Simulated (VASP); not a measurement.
Write the native input for VASP 6.6.1 that does the following.

```
Task                   : single point
Functional             : r2SCAN
Potentials or basis    : VASP PAW PBE potentials, release 64 (Ti_sv, Al)
Cutoff                 : 520 eV
k mesh                 : 14 × 14 × 14
Occupations            : gaussian, width 0.1 eV
Spin                   : no spin polarisation
Dipole correction      : no
Further INCAR settings : ALGO = Normal; EDIFF = 1e-07; NBANDS = 18
```

Crystal: TiAl3.

```
CELL_PARAMETERS angstrom
3.87656 0.00000 0.00000
0.00000 3.87656 0.00000
0.00000 0.00000 4.00314
ATOMIC_POSITIONS crystal
Ti 0.00000 0.00000 0.00000
Al 0.50000 0.50000 0.00000
Al 0.50000 0.00000 0.50000
Al 0.00000 0.50000 0.50000
```

This cell differs from its parent crystal: biaxial strain in the a-b plane: -2.0 %.

One way to write it, as run:

POSCAR

```
TiAl3
1.0
    3.8765578250      0.0000000000      0.0000000000
    0.0000000000      3.8765578250      0.0000000000
    0.0000000000      0.0000000000      4.0031393050
Ti Al
1 3
Direct
    0.0000000000      0.0000000000      0.0000000000
    0.5000000000      0.5000000000      0.0000000000
    0.5000000000      0.0000000000      0.5000000000
    0.0000000000      0.5000000000      0.5000000000
```

INCAR.step1

```
SYSTEM = TiAl3
  PREC = Accurate
  ENCUT = 520
  ISMEAR = 0
  SIGMA = 0.1
  LREAL = .False.
  LASPH = .True.
  NELM = 60
  NBANDS = 18
  GGA = PE
  ALGO = Normal
  EDIFF = 1E-4
  LWAVE = .True.
  LCHARG = .False.
```

INCAR.step2

```
SYSTEM = TiAl3
  PREC = Accurate
  ENCUT = 520
  EDIFF = 1E-7
  ISMEAR = 0
  SIGMA = 0.1
  LREAL = .False.
  LASPH = .True.
  NELM = 60
  ALGO = Normal
  ISIF = 2
  LWAVE = .False.
  LCHARG = .False.
  METAGGA = R2SCAN
  LMIXTAU = .True.
  NBANDS = 18
  ISTART = 1
```

KPOINTS

```
regular mesh
0
Gamma
  14 14 14
  0 0 0
```

Potentials or basis: VASP PAW PBE potentials, release 64 (Ti_sv, Al).

Run with:

```console
$ cat potpaw_PBE.64/Ti_sv/POTCAR potpaw_PBE.64/Al/POTCAR > POTCAR
$ cp INCAR.step1 INCAR
$ mpirun -np 1 vasp_std > vasp.out
$ cp INCAR.step2 INCAR
$ mpirun -np 1 vasp_std > vasp.out
```

Results of the run:

```json
{"Pressure": "3.5 GPa", "Band gap on the k mesh": "zero (an odd number of electrons rules out a gap without spin polarisation)"}
```

Caveat: the cell differs from its parent crystal (biaxial strain in the a-b plane: -2.0 %); the cell stands under pressure; the PAW data sets were made with another functional, which shifts forces and pressure a little.

It took 23 min on 1 thread of AMD EPYC 7R43 64-Core Processor (Zen 3), with other jobs on the host, peak memory 0.36 GiB.
